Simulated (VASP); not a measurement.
# InSb3 (I4/mmm) in VASP: a series of runs

InSb3 is run at these levels: PBEsol+D3(BJ); tasks: single point.

All numbers are computed with VASP 6.6.1; they aren't measurements. Logs are shortened: lines on timing, memory, paths and dates and some standing lists are left out, and cuts for length are marked.

## 1. The cell of the first run

Symmetry: I4/mmm, No. 139, tetragonal system. The conventional cell has a = 5.179 Å, b = 5.179 Å, c = 7.214 Å, α = 90.00°, β = 90.00°, γ = 90.00°. Within 4.2 Å of In (site symmetry 4/mmm) lie 14 Sb at 3.16 to 3.66 Å. Sb (site symmetry -4m2) has 4 In at 3.16 Å and 10 Sb at 3.16 to 3.66 Å within 4.2 Å. Sb (site symmetry 4/mmm) has 8 Sb at 3.16 Å and 6 In at 3.61 to 3.66 Å within 4.2 Å.

## 2. Single point, PBEsol+D3(BJ) (strain -0.0150 x Voigt [0, 0, 1, 0, 0, 0])

The input, INCAR:

```
  PREC = Accurate
  ENCUT = 520
  EDIFF = 1E-6
  ISMEAR = 0
  SIGMA = 0.15
  LREAL = False
  LASPH = True
  NELM = 60
  ALGO = Normal
  ISIF = 2
  LWAVE = False
  LCHARG = False
  GGA = PS
  IVDW = 12
  NBANDS = 22
```

The input, KPOINTS:

```
regular mesh
0
Gamma
  12 12 12
```

The input, POSCAR:

```
InSb3
1.0
    0.0000000000      3.6620664019      3.6071354059
    3.6620664019      0.0000000000      3.6071354059
    3.6620664019      3.6620664019      0.0000000000
In Sb
1 3
Direct
    0.0000000000      0.0000000000      0.0000000000
    0.2500000000      0.2500000000      0.2500000000
    0.7500000000      0.7500000000      0.7500000000
    0.5000000000      0.5000000000      0.5000000000
```

Potentials or basis: VASP PAW PBE potentials, release 64 (In_d, Sb).

Run with:

```sh
cat potpaw_PBE.64/In_d/POTCAR potpaw_PBE.64/Sb/POTCAR > POTCAR
mpirun -np 1 vasp_std > vasp.out
```

OUTCAR:

```text
PREC = Accurate
   ENCUT = 520
   EDIFF = 1E-6
   ISMEAR = 0
   LREAL = False
   LASPH = True
   NELM = 60
   ISIF = 2
   GGA = PS
   IVDW = 12
 IVDW          = 12

 ion  position               nearest neighbor table
   1  0.000  0.000  0.000-   3 3.16   2 3.16   3 3.16   2 3.16   3 3.16   3 3.16   2 3.16   2 3.16
                             4 3.61   4 3.61   4 3.66   4 3.66   4 3.66   4 3.66
   2  0.250  0.250  0.250-   1 3.16   4 3.16   1 3.16   1 3.16   4 3.16   1 3.16   4 3.16   4 3.16
                             3 3.61   3 3.61   3 3.66   3 3.66   3 3.66   3 3.66
   3  0.750  0.750  0.750-   4 3.16   1 3.16   4 3.16   1 3.16   4 3.16   4 3.16   1 3.16   1 3.16
                             2 3.61   2 3.61   2 3.66   2 3.66   2 3.66   2 3.66
   4  0.500  0.500  0.500-   2 3.16   3 3.16   2 3.16   2 3.16   3 3.16   2 3.16   3 3.16   3 3.16
                             1 3.61   1 3.61   1 3.66   1 3.66   1 3.66   1 3.66

  LATTYP: Found a body centered tetragonal cell.
 ALAT       =     5.1789439719
 C/A-ratio  =     1.3930003589

  Lattice vectors:

 A1 = (   0.0000000000,  -3.6620664019,  -3.6071354059)
 A2 = (   0.0000000000,   3.6620664019,  -3.6071354059)
 A3 = (   3.6620664019,   0.0000000000,   3.6071354059)

Analysis of symmetry for initial positions (statically):
=====================================================================
 Subroutine PRICEL returns:
 Original cell was already a primitive cell.

 Routine SETGRP: Setting up the symmetry group for a
 body centered tetragonal supercell.

 Subroutine GETGRP returns: Found 16 space group operations
 (whereof 16 operations were pure point group operations)
 out of a pool of 16 trial point group operations.

The static configuration has the point symmetry D_4h.

Analysis of symmetry for dynamics (positions and initial velocities):
=====================================================================
 Subroutine PRICEL returns:
 Original cell was already a primitive cell.

 Routine SETGRP: Setting up the symmetry group for a
 body centered tetragonal supercell.

 Subroutine GETGRP returns: Found 16 space group operations
 (whereof 16 operations were pure point group operations)
 out of a pool of 16 trial point group operations.

The dynamic configuration has the point symmetry D_4h.

 Subroutine INISYM returns: Found 16 space group operations
 (whereof 16 operations are pure point group operations),
 and found     1 'primitive' translations

----------------------------------------------------------------------------------------

                                     Primitive cell

  volume of cell :      96.7486

  direct lattice vectors                    reciprocal lattice vectors
     0.000000000  3.662066402  3.607135406    -0.136534936  0.136534936  0.138614148
     3.662066402  0.000000000  3.607135406     0.136534936 -0.136534936  0.138614148
     3.662066402  3.662066402  0.000000000     0.136534936  0.136534936 -0.138614148

  length of vectors
     5.140248649  5.140248649  5.178943972     0.237691942  0.237691942  0.237691942

  position of ions in fractional coordinates (direct lattice)
     0.000000000  0.000000000  0.000000000
     0.250000000  0.250000000  0.250000000
     0.750000000  0.750000000  0.750000000
     0.500000000  0.500000000  0.500000000

  ion indices of the primitive-cell ions
   primitive index   ion index
                 1           1
                 2           2
                 3           3
                 4           4

----------------------------------------------------------------------------------------

 KPOINTS: regular mesh

Automatic generation of k-mesh.
 Grid dimensions read from file:
 generate k-points for:   12   12   12

 Generating k-lattice:

  Cartesian coordinates                     Fractional coordinates (reciprocal lattice)
    -0.011377911  0.011377911  0.011551179     0.083333333 -0.000000000  0.000000000
     0.011377911 -0.011377911  0.011551179    -0.000000000  0.083333333  0.000000000
     0.011377911  0.011377911 -0.011551179     0.000000000  0.000000000  0.083333333

  Length of vectors
     0.019807662  0.019807662  0.019807662

  Shift w.r.t. Gamma in fractional coordinates (k-lattice)
     0.000000000  0.000000000  0.000000000

 Subroutine IBZKPT returns following result:
 ===========================================

 Found    163 irreducible k-points:

 Following reciprocal coordinates:
            Coordinates               Weight
  0.000000  0.000000  0.000000      1.000000
  0.083333  0.000000  0.000000      8.000000
  0.166667 -0.000000  0.000000      8.000000
  0.250000  0.000000  0.000000      8.000000
  0.333333 -0.000000  0.000000      8.000000
  0.416667  0.000000  0.000000      8.000000
[... 16 lines left out ...]
  0.500000  0.166667  0.000000      8.000000
 -0.416667  0.166667  0.000000      8.000000
 [... further k-points ...]
   k-points           NKPTS =    163   k-points in BZ     NKDIM =    163   number of bands    NBANDS=     22
   number of dos      NEDOS =    301   number of ions     NIONS =      4
   total plane-waves  NPLWV =  64000
   dimension x,y,z NGX =    40 NGY =   40 NGZ =   40
   dimension x,y,z NGXF=    80 NGYF=   80 NGZF=   80
   ions per type =               1   3
   NGX,Y,Z   is equivalent  to a cutoff of  12.94, 12.94, 12.84 a.u.
   NGXF,Y,Z  is equivalent  to a cutoff of  25.87, 25.87, 25.68 a.u.
 SYSTEM =  unknown system
   PREC   = accura    normal or accurate (medium, high low for compatibility)
   ISTART =      0    job   : 0-new  1-cont  2-samecut
   ICHARG =      2    charge: 1-file 2-atom 10-const
   ISPIN  =      1    spin polarized calculation?
   LNONCOLLINEAR =      F non collinear calculations
   LSORBIT =      F    spin-orbit coupling
   LASPH  =      T    aspherical Exc in radial PAW
   ENCUT  =  520.0 eV  38.22 Ry    6.18 a.u.   9.56  9.56  9.63*2*pi/ulx,y,z
   NELM   =     60;   NELMIN=  2; NELMDL= -5     # of ELM steps
   EDIFF  = 0.1E-05   stopping-criterion for ELM
   LREAL  =      F    real-space projection
   EDIFFG = 0.1E-04   stopping-criterion for IOM
   NSW    =      0    number of steps for IOM
   IBRION =     -1    ionic relax: 0-MD 1-quasi-New 2-CG
   NFREE  =      0    steps in history (QN), initial steepest desc. (CG)
   ISIF   =      2    stress and relaxation
   ISYM   =      2    0-nonsym 1-usesym 2-fastsym
   POTIM  = 0.5000    time-step for ionic-motion
   TEBEG  =    0.0;   TEEND  =   0.0 temperature during run
   PSTRESS=    0.0 pullay stress
   NELECT =      28.0000    total number of electrons
   NUPDOWN=      -1.0000    fix difference up-down
   EMIN   =  10.00;   EMAX   =-10.00  energy-range for DOS
   EFERMI =   0.00;   METHOD = LEGACY
   ISMEAR =     0;   SIGMA  =   0.15  broadening in eV -4-tet -1-fermi 0-gaus
   EFERMI_NEDOS =   21; number of points for ismear=-14 and -15
   IALGO  =     38    algorithm
   IMIX   =      4    mixing-type and parameters
     AMIX     =   0.40;   BMIX     =  1.00
     AMIX_MAG =   1.60;   BMIX_MAG =  1.00
  volume/ion in A,a.u.               =      24.19       163.22
  Fermi-wavevector in a.u.,A,eV,Ry     =   1.082877  2.046341 15.954506  1.172623
  Thomas-Fermi vector in A             =   2.218929
   LORBIT       =      0    0 simple, 1 ext, 2 COOP (PROOUT), +10 PAW based schemes
   GGA     = PS    functional components
   LHFCALC =     F    Hartree Fock is set to
   AEXX    =    0.0000 exact exchange contribution
   IVDW    =    12    specifies the selected vdW correction
   LEPSILON=     F    determine dielectric tensor
   LRPA    =     F    only Hartree local field effects (RPA)
 non-spin polarized calculation
 Gauss-broadening in eV      SIGMA  =   0.15
  energy-cutoff  :      520.00
  volume of cell :       96.75
 maximum number of plane-waves:      2669
 NGX is ok and might be reduce to    40
   NGX = 19   NGY = 19   NGZ = 19

 number of electron      27.9999999 magnetization

 Free energy of the ion-electron system (eV)
  ---------------------------------------------------
  ext. energy  EPLUGINS =         0.00000000
  ---------------------------------------------------
  free energy    TOTEN  =       -16.05385460 eV

  energy without entropy =      -16.03079497  energy(sigma->0) =      -16.04232479

 E-fermi :   9.3380     XC(G=0): -10.7995

 val. band max:        9.3318102742   @ k =   0.5000   0.3333   0.0000
 cond. band min:       9.3384744523   @ k =   0.4167   0.3333   0.0000
 fundamental gap:      0.0066641780
 Fermi energy:         9.3379726544

 k-point     1 :       0.0000    0.0000    0.0000
  band No.  band energies     occupation
      1      -5.1349      2.00000
      2      -5.1349      2.00000
      3      -5.1339      2.00000
      4      -5.0868      2.00000
      5      -5.0839      2.00000
      6      -3.7668      2.00000
[... 14 lines left out ...]
     21      17.1250      0.00000
     22      17.1327      0.00000

 k-point     2 :       0.0833    0.0000    0.0000
  band No.  band energies     occupation
      1      -5.1364      2.00000
      2      -5.1342      2.00000
      3      -5.1334      2.00000
      4      -5.0871      2.00000
      5      -5.0841      2.00000
      6      -3.7085      2.00000
[... 14 lines left out ...]
     21      16.5622      0.00000
     22      16.9815      0.00000

 k-point     3 :       0.1667   -0.0000    0.0000
  band No.  band energies     occupation
      1      -5.1414      2.00000
      2      -5.1321      2.00000
      3      -5.1314      2.00000
      4      -5.0878      2.00000
      5      -5.0847      2.00000
      6      -3.5337      2.00000
[... 14 lines left out ...]
     21      15.3042      0.00000
     22      16.4223      0.00000
[... 476 lines left out ...]
 k-point    23 :       0.5000    0.1667    0.0000
  band No.  band energies     occupation
      1      -5.1608      2.00000
      2      -5.1305      2.00000
      3      -5.1219      2.00000
      4      -5.0969      2.00000
      5      -5.0842      2.00000
      6      -2.0023      2.00000
[... 14 lines left out ...]
     21      15.3673      0.00000
     22      16.3801      0.00000

 k-point    24 :      -0.4167    0.1667    0.0000
  band No.  band energies     occupation
      1      -5.1593      2.00000
      2      -5.1322      2.00000
      3      -5.1221      2.00000
      4      -5.0953      2.00000
      5      -5.0858      2.00000
      6      -1.8991      2.00000
[... 14 lines left out ...]
     21      15.3133      0.00000
     22      17.6664      0.00000

 [... further k-points ...]

------------------------ aborting loop because EDIFF is reached ----------------------------------------

 Edisp (eV)   -2.07771

 E8    (eV) :    -1.4438

  FORCE on cell =-STRESS in cart. coord.  units (eV):
  Direction    XX          YY          ZZ          XY          YZ          ZX
  --------------------------------------------------------------------------------------
  -------------------------------------------------------------------------------------
  Total       0.85012     0.85012     0.98909     0.00000     0.00000     0.00000
  in kB      14.07812    14.07812    16.37949     0.00000     0.00000     0.00000
  external pressure =       14.85 kB  Pullay stress =        0.00 kB

 VOLUME and BASIS-vectors are now :
 -----------------------------------------------------------------------------
  energy-cutoff  :      520.00
  volume of cell :       96.75
      direct lattice vectors                 reciprocal lattice vectors
     0.000000000  3.662066402  3.607135406    -0.136534936  0.136534936  0.138614148
     3.662066402  0.000000000  3.607135406     0.136534936 -0.136534936  0.138614148
     3.662066402  3.662066402  0.000000000     0.136534936  0.136534936 -0.138614148

 POSITION                                       TOTAL-FORCE (eV/Angst)
 -----------------------------------------------------------------------------------
      0.00000      0.00000      0.00000         0.000000     -0.000000     -0.000000
      1.83103      1.83103      1.80357         0.000000      0.000000      0.000000
      5.49310      5.49310      5.41070        -0.000000     -0.000000     -0.000000
      3.66207      3.66207      3.60714         0.000000     -0.000000     -0.000000
 -----------------------------------------------------------------------------------
    total drift:                               -0.000000      0.000000      0.000000

  FREE ENERGIE OF THE ION-ELECTRON SYSTEM (eV)
  ---------------------------------------------------
  free  energy   TOTEN  =       -18.1315665454 eV

  energy  without entropy=      -18.1085069150  energy(sigma->0) =      -18.12003673
```

Wall time 5.1 min (1 thread of Intel Xeon 6975P-C (Granite Rapids), shared host); peak memory 0.49 GiB.

Results:

| Quantity | Value |
| --- | --- |
| Free energy | -18.1316 eV |
| Pressure | 1.5 GPa |
| Band gap on the k mesh | zero (bands 14 and 15 overlap by 3.43 eV) |
| Dispersion energy per atom | -0.519 eV |

Levels at points of the mesh, in eV from the Fermi level:
| k point | band 12 | band 13 | band 14 | band 15 | band 16 | band 17 |
| --- | --- | --- | --- | --- | --- | --- |
| (0.00, 0.00, 0.00) | -2.69 | -2.69 | -2.66 | -1.79 | -0.90 | -0.90 |
| (0.50, 0.00, 0.00) | -3.02 | -2.95 | 0.07 | 0.25 | 2.12 | 2.27 |
| (0.50, 0.50, 0.00) | 0.75 | 1.11 | 1.11 | 1.73 | 2.05 | 2.05 |
| (0.50, 0.00, 0.50) | 0.85 | 1.03 | 1.30 | 1.90 | 1.95 | 2.05 |

Caveat: the cell differs from its parent crystal (strain -0.0150 x Voigt [0, 0, 1, 0, 0, 0]); the PAW data sets were made with another functional, which shifts forces and pressure a little; spin-orbit coupling is left out, which moves the levels of the heavy elements.

## 3. Single point, PBEsol+D3(BJ) (strain +0.0150 x Voigt [0, 0, 1, 0, 0, 0])

The input, INCAR:

```
SYSTEM = InSb3
  PREC = Accurate
  ENCUT = 520
  EDIFF = 1E-6
  ISMEAR = 0
  SIGMA = 0.15
  LREAL = .FALSE.
  LASPH = .TRUE.
  NELM = 100
  ALGO = Normal
  ISIF = 2
  LWAVE = .FALSE.
  LCHARG = .TRUE.
  GGA = PS
  IVDW = 12
  LELF = .TRUE.
  LVHAR = .TRUE.
  NBANDS = 22
```

The input, KPOINTS:

```
Automatic mesh
0
G
  12 12 12
  0 0 0
```

POSCAR, as its differences from that of step 2:

```diff
@@ -2,4 +2,4 @@
 1.0
-    0.0000000000      3.6620664019      3.6071354059
-    3.6620664019      0.0000000000      3.6071354059
+    0.0000000000      3.6620664019      3.7169973979
+    3.6620664019      0.0000000000      3.7169973979
     3.6620664019      3.6620664019      0.0000000000
```

Potentials or basis: VASP PAW PBE potentials, release 64 (In_d, Sb).

Run with:

```sh
cat potpaw_PBE.64/In_d/POTCAR potpaw_PBE.64/Sb/POTCAR > POTCAR
mpirun -np 1 vasp_std > vasp.out
```

OUTCAR:

```text
SYSTEM = InSb3
   PREC = Accurate
   ENCUT = 520
   EDIFF = 1E-6
   ISMEAR = 0
   LREAL = .FALSE.
   LASPH = .TRUE.
   NELM = 100
   ISIF = 2
   GGA = PS
   IVDW = 12
 IVDW          = 12

 ion  position               nearest neighbor table
   1  0.000  0.000  0.000-   3 3.19   3 3.19   3 3.19   2 3.19   3 3.19   2 3.19   2 3.19   2 3.19
                             4 3.66   4 3.66   4 3.66   4 3.66   4 3.72   4 3.72
   2  0.250  0.250  0.250-   1 3.19   1 3.19   1 3.19   1 3.19   4 3.19   4 3.19   4 3.19   4 3.19
                             3 3.66   3 3.66   3 3.66   3 3.66   3 3.72   3 3.72
[... 811 lines left out ...]
  -------------------------------------------------------------------------------------
  Total      -0.40076    -0.40076    -0.56161     0.00000     0.00000     0.00000
  in kB      -6.44059    -6.44059    -9.02548     0.00000     0.00000     0.00000
  external pressure =       -7.30 kB  Pullay stress =        0.00 kB

 VOLUME and BASIS-vectors are now :
 -----------------------------------------------------------------------------
  energy-cutoff  :      520.00
  volume of cell :       99.70
      direct lattice vectors                 reciprocal lattice vectors
     0.000000000  3.662066402  3.716997398    -0.136534936  0.136534936  0.134517178
     3.662066402  0.000000000  3.716997398     0.136534936 -0.136534936  0.134517178
     3.662066402  3.662066402  0.000000000     0.136534936  0.136534936 -0.134517178

 POSITION                                       TOTAL-FORCE (eV/Angst)
 -----------------------------------------------------------------------------------
      0.00000      0.00000      0.00000         0.000000     -0.000000      0.000000
      1.83103      1.83103      1.85850         0.000000      0.000000     -0.000000
      5.49310      5.49310      5.57550        -0.000000     -0.000000     -0.000000
      3.66207      3.66207      3.71700         0.000000     -0.000000      0.000000
 -----------------------------------------------------------------------------------
    total drift:                               -0.000000      0.000000      0.000000

  FREE ENERGIE OF THE ION-ELECTRON SYSTEM (eV)
  ---------------------------------------------------
  free  energy   TOTEN  =       -18.1383429645 eV

  energy  without entropy=      -18.1156107990  energy(sigma->0) =      -18.12697688
```

stdout:

```text
POSCAR found type information on POSCAR InSb
 POSCAR found :  2 types and       4 ions
 scaLAPACK will be used
 -----------------------------------------------------------------------------
|                                                                             |
|                                                                             |
|     You enforced a specific xc type in the INCAR file but a different       |
|     I HOPE YOU KNOW WHAT YOU ARE DOING!                                     |
|                                                                             |
 -----------------------------------------------------------------------------

 LDA part: xc-table for (Slater+PW92), standard interpolation
 POSCAR, INCAR and KPOINTS ok, starting setup
 FFT: planning ... GRIDC
 FFT: planning ... GRID_SOFT
 FFT: planning ... GRID
 WAVECAR not read
 entering main loop
```

Run time: 6 min. Hardware: 1 thread of Intel Xeon 6975P-C (Granite Rapids), shared host; peak memory 0.49 GiB.

What came out:

| Item | Value |
| --- | --- |
| Free energy | -18.1383 eV |
| Pressure | -0.7 GPa |
| Band gap on the k mesh | zero (bands 14 and 15 overlap by 3.40 eV) |
| Dispersion energy per atom | -0.503 eV |

Caveat: the cell differs from its parent crystal (strain +0.0150 x Voigt [0, 0, 1, 0, 0, 0]); the PAW data sets were made with another functional, which shifts forces and pressure a little; spin-orbit coupling is left out, which moves the levels of the heavy elements.
